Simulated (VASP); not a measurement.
# Al30Ga (a cell with a defect) in VASP: a series of runs

The runs below take Al30Ga (a cell with a defect) through single point, with PBE.

Everything below comes from runs of VASP 6.6.1. Logs are shortened: lines on timing, memory, paths and dates and some standing lists are left out, and cuts for length are marked.

### 1 The cell of the first run

The cell holds a defect, 31 atoms: a = 8.100 Å, b = 8.100 Å, c = 8.100 Å, α = 90.00°, β = 90.00°, γ = 90.00°.

### 2 Single point, PBE

INCAR

```
SYSTEM = Al30Ga
PREC = Accurate
ENCUT = 520
EDIFF = 1E-6
ISMEAR = 0
SIGMA = 0.05
LREAL = Auto
LASPH = .TRUE.
NELM = 80
ALGO = Normal
ISIF = 2
LWAVE = .FALSE.
LCHARG = .TRUE.
GGA = PE
LELF = .TRUE.
LVHAR = .TRUE.
NBANDS = 72
```

KPOINTS

```
Automatic mesh
0
G
  3 3 3
  0 0 0
```

POSCAR

```
Al30Ga
1.0
    8.1000000000      0.0000000000      0.0000000000
    0.0000000000      8.1000000000      0.0000000000
    0.0000000000      0.0000000000      8.1000000000
Al Ga
30 1
Direct
    0.5010193244     -0.0001951471      0.0011472766
    0.7501384300      0.2486274772      0.0013132526
    0.7503216869     -0.0005374226      0.2505425024
   -0.0007540690     -0.0012971182      0.0017813118
    0.2487085400      0.2506320431      0.0005292070
    0.4995619491      0.5010737712      0.0005270415
    0.7511864732      0.7508029703      0.0017167917
    0.2497361541     -0.0016168997      0.2506931961
    0.5012074256      0.2486138511      0.2505126317
    0.7514936571      0.5001371667      0.2505092588
    0.5011340033     -0.0002773883      0.4998359367
    0.7500298985      0.2486591244      0.4998401408
    0.7497563931      0.0001963146      0.7505233249
    0.0027508534      0.4995562716     -0.0013575375
    0.2502140243      0.7469083246     -0.0012879583
   -0.0022129597      0.2483608646      0.2505952261
    0.2499088463      0.4998851453      0.2504603968
    0.5014062347      0.7519319642      0.2503586194
   -0.0008919771     -0.0012882892      0.4993387550
    0.2485909258      0.2506632344      0.5006209598
    0.4991996147      0.5011686478      0.5004108939
    0.7511590430      0.7508182615      0.4991542940
    0.2491844278     -0.0016430065      0.7505104696
    0.7511654570      0.5005161396      0.7504890015
   -0.0003091251      0.7500392329      0.2503941446
    0.0027350106      0.4995852893      0.5023420791
    0.2500534782      0.7469113050      0.5023532564
    0.0012890918      0.2511752645      0.7504381151
    0.4985828511      0.7485645688      0.7505292590
    0.0017717215      0.7477555127      0.7505222557
    0.4918497153      0.2578397263      0.7504828974
```

Potentials or basis: VASP PAW PBE potentials, release 64 (Al, Ga_d).

Started as:

```console
$ cat potpaw_PBE.64/Al/POTCAR potpaw_PBE.64/Ga_d/POTCAR > POTCAR
$ mpirun -np 1 vasp_std > vasp.out
```

OUTCAR:

```text
SYSTEM = Al30Ga
   PREC = Accurate
   ENCUT = 520
   EDIFF = 1E-6
   ISMEAR = 0
   LREAL = Auto
   LASPH = .TRUE.
   NELM = 80
   ISIF = 2
   GGA = PE

 ion  position               nearest neighbor table
   1  0.501  1.000  0.001-  18 2.85   2 2.85   9 2.85   3 2.86   7 2.86  13 2.86   8 2.87  29 2.87
                            23 2.88   5 2.88  15 2.89  31 2.91
   2  0.750  0.249  0.001-  16 2.85   1 2.85   9 2.85   3 2.85   4 2.86  13 2.86  10 2.87  28 2.88
                            24 2.88   6 2.88  14 2.88  31 2.92
   3  0.750  0.999  0.251-  16 2.84  18 2.84  22 2.85   7 2.85  19 2.85   4 2.85   9 2.85   2 2.85
                            11 2.86  12 2.86   1 2.86  25 2.86
   4  0.999  0.999  0.002-   7 2.84  25 2.85   3 2.85  16 2.86   2 2.86   8 2.86  13 2.87  23 2.87
                             5 2.87  30 2.88  15 2.88  28 2.89
   5  0.249  0.251  0.001-  31 2.83  14 2.83  28 2.85  17 2.86  16 2.87   6 2.87   4 2.87  23 2.88
                             8 2.88   9 2.88   1 2.88
   6  0.500  0.501  0.001-  31 2.83  15 2.84  29 2.85  17 2.86  18 2.87   5 2.87   7 2.87  24 2.87
                            10 2.87   9 2.88   2 2.88
   7  0.751  0.751  0.002-   4 2.84  25 2.85   3 2.85  18 2.85   1 2.86  10 2.86  13 2.87   6 2.87
                            24 2.87  30 2.87  14 2.88  29 2.89
   8  0.250  0.998  0.251-  18 2.85  25 2.85  19 2.86   4 2.86  11 2.87   1 2.87   9 2.87  16 2.87
                            20 2.88   5 2.88  27 2.88  15 2.88
   9  0.501  0.249  0.251-   2 2.85  12 2.85   1 2.85  11 2.85   3 2.85   8 2.87  10 2.87   6 2.88
[... 31 lines left out ...]
  25  1.000  0.750  0.250-   7 2.85   4 2.85  22 2.85  19 2.85  10 2.85   8 2.85   3 2.86  17 2.87
                            15 2.88  14 2.88  27 2.88  26 2.88
  26  0.003  0.500  0.502-  27 2.83  20 2.83  30 2.84  28 2.84  17 2.86  24 2.86  25 2.88  22 2.88
                            16 2.88  10 2.88  12 2.88
  27  0.250  0.747  0.502-  26 2.83  21 2.83  30 2.84  29 2.84  17 2.86  23 2.86  25 2.88  19 2.88
                             8 2.88  18 2.88  11 2.89
  28  0.001  0.251  0.750-  26 2.84  14 2.84  20 2.85   5 2.85  24 2.86  23 2.87  12 2.87   2 2.88
                            13 2.88  19 2.88   4 2.89
  29  0.499  0.749  0.751-  15 2.84  27 2.84   6 2.85  21 2.85  23 2.86  24 2.87  11 2.87   1 2.87
                            13 2.88   7 2.89  22 2.89
  30  0.002  0.748  0.751-  14 2.84  26 2.84  27 2.84  15 2.84  24 2.85  23 2.85   7 2.87  22 2.88
                            19 2.88   4 2.88  13 2.89
  31  0.492  0.258  0.750-  20 2.83   5 2.83   6 2.83  21 2.83  24 2.88  23 2.88   1 2.91  11 2.92
                            12 2.92   2 2.92  13 2.95

  LATTYP: Found a simple cubic cell.
 ALAT       =     8.1000000000

  Lattice vectors:

 A1 = (   8.1000000000,   0.0000000000,   0.0000000000)
 A2 = (   0.0000000000,   8.1000000000,   0.0000000000)
 A3 = (   0.0000000000,   0.0000000000,   8.1000000000)

Analysis of symmetry for initial positions (statically):
=====================================================================
 Subroutine PRICEL returns:
 Original cell was already a primitive cell.
[... 185 lines left out ...]
   EFERMI_NEDOS =   21; number of points for ismear=-14 and -15
   IALGO  =     38    algorithm
   IMIX   =      4    mixing-type and parameters
     AMIX     =   0.40;   BMIX     =  1.00
     AMIX_MAG =   1.60;   BMIX_MAG =  1.00
  volume/ion in A,a.u.               =      17.14       115.69
  Fermi-wavevector in a.u.,A,eV,Ry     =   0.947405  1.790335 12.212259  0.897576
  Thomas-Fermi vector in A             =   2.075495
   LORBIT       =      0    0 simple, 1 ext, 2 COOP (PROOUT), +10 PAW based schemes
   GGA     = PE    functional components
   LHFCALC =     F    Hartree Fock is set to
   AEXX    =    0.0000 exact exchange contribution
   IVDW    =     0    specifies the selected vdW correction
   LEPSILON=     F    determine dielectric tensor
   LRPA    =     F    only Hartree local field effects (RPA)
 non-spin polarized calculation
 Gauss-broadening in eV      SIGMA  =   0.05
  energy-cutoff  :      520.00
  volume of cell :      531.44
 maximum number of plane-waves:     14358
   NGX = 31   NGY = 31   NGZ = 31

 number of electron     103.0000019 magnetization

 Free energy of the ion-electron system (eV)
  ---------------------------------------------------
  ext. energy  EPLUGINS =         0.00000000
  ---------------------------------------------------
  free energy    TOTEN  =      -115.09659770 eV

  energy without entropy =     -115.08227426  energy(sigma->0) =     -115.08943598

 E-fermi :   7.4083     XC(G=0): -10.0749

 val. band max:        7.3835484539   @ k =   0.3333  -0.3333   0.3333
 cond. band min:       7.4189017932   @ k =  -0.3333  -0.3333   0.3333
 fundamental gap:      0.0353533393
 Fermi energy:         7.4083138961

 k-point     1 :       0.0000    0.0000    0.0000
  band No.  band energies     occupation
      1      -7.3498      2.00000
      2      -7.3491      2.00000
      3      -7.3449      2.00000
      4      -7.3380      2.00000
      5      -7.3281      2.00000
      6      -3.4397      2.00000
[... 913 lines left out ...]
     62       9.2566      0.00000
     63       9.4987      0.00000
 [bands above 63 left out]

------------------------ aborting loop because EDIFF is reached ----------------------------------------

  FORCE on cell =-STRESS in cart. coord.  units (eV):
  Direction    XX          YY          ZZ          XY          YZ          ZX
  --------------------------------------------------------------------------------------
  -------------------------------------------------------------------------------------
  Total       -2.9650237     -2.9797688     -4.1202931      1.1840821     -0.0054572     -0.0108367
  in kB       -8.9388920     -8.9833454    -12.4217743      3.5697463     -0.0164523     -0.0326701
  external PRESSURE =     -10.1146706 kB  Pullay stress =       0.0000000 kB

 VOLUME and BASIS-vectors are now :
 -----------------------------------------------------------------------------
  energy-cutoff  :      520.00
  volume of cell :      531.44
      direct lattice vectors                 reciprocal lattice vectors
     8.100000000  0.000000000  0.000000000     0.123456790  0.000000000  0.000000000
     0.000000000  8.100000000  0.000000000     0.000000000  0.123456790  0.000000000
     0.000000000  0.000000000  8.100000000     0.000000000  0.000000000  0.123456790

 POSITION                                       TOTAL-FORCE (eV/Angst)
 -----------------------------------------------------------------------------------
      4.05826      8.09842      0.00929         0.011004     -0.002583      0.006710
      6.07612      2.01388      0.01064         0.001211     -0.008289      0.000789
      6.07761      8.09565      2.02939        -0.000087     -0.000544      0.001116
      8.09389      8.08949      0.01443        -0.004583     -0.001335      0.001056
      2.01454      2.03012      0.00429        -0.009285      0.002653      0.000087
      4.04645      4.05870      0.00427        -0.009588      0.009194      0.000855
[... 23 lines left out ...]
      0.01435      6.05682      6.07923         0.008717     -0.003490     -0.000476
      3.98398      2.08850      6.07891         0.003323     -0.001836     -0.001412
 -----------------------------------------------------------------------------------
    total drift:                                0.014618     -0.028043      0.059202

  FREE ENERGIE OF THE ION-ELECTRON SYSTEM (eV)
  ---------------------------------------------------
  free  energy   TOTEN  =      -115.0965977010 eV

  energy  without entropy=     -115.0822742560  energy(sigma->0) =     -115.08943598
```

stdout:

```text
POSCAR found type information on POSCAR AlGa
 POSCAR found :  2 types and      31 ions
 scaLAPACK will be used
 LDA part: xc-table for (Slater+PW92), standard interpolation
 POSCAR, INCAR and KPOINTS ok, starting setup
 FFT: planning ... GRIDC
 FFT: planning ... GRID_SOFT
 FFT: planning ... GRID
 WAVECAR not read
 entering main loop
```

It took 13 min on 1 thread of Intel Xeon 8259CL, shared host; peak memory 0.67 GiB.

Results:

- Free energy: -115.0966 eV
- Pressure: -1.0 GPa
- Largest force: 0.013 eV/Å
- Band gap on the k mesh: zero (an odd number of electrons rules out a gap without spin polarisation)

Forces on the atoms (eV/Å):
```
Al   0.011 -0.003  0.007
Al   0.001 -0.008  0.001
Al   0.000 -0.001  0.001
Al  -0.005 -0.001  0.001
Al  -0.009  0.003  0.000
Al  -0.010  0.009  0.001
Al   0.000  0.003  0.001
Al  -0.005 -0.003 -0.003
Al   0.003 -0.005  0.001
Al   0.003  0.003  0.002
Al   0.009 -0.003 -0.005
Al   0.000 -0.009 -0.004
Al   0.003 -0.005  0.004
Al   0.004  0.006 -0.004
Al  -0.006 -0.003 -0.004
Al   0.001 -0.005 -0.002
Al  -0.007  0.006  0.002
Al   0.005  0.004  0.003
Al  -0.007 -0.005 -0.005
Al  -0.005  0.001 -0.002
Al  -0.002  0.009  0.001
Al   0.000  0.002 -0.002
Al  -0.011 -0.002  0.001
Al   0.007  0.011 -0.002
Al   0.005 -0.002  0.004
Al   0.003  0.008  0.001
Al  -0.004 -0.001  0.003
Al   0.003  0.003  0.004
Al   0.000 -0.004 -0.003
Al   0.009 -0.003  0.000
Ga   0.003 -0.002 -0.001
```

(Part 1 of 2 ends here.)
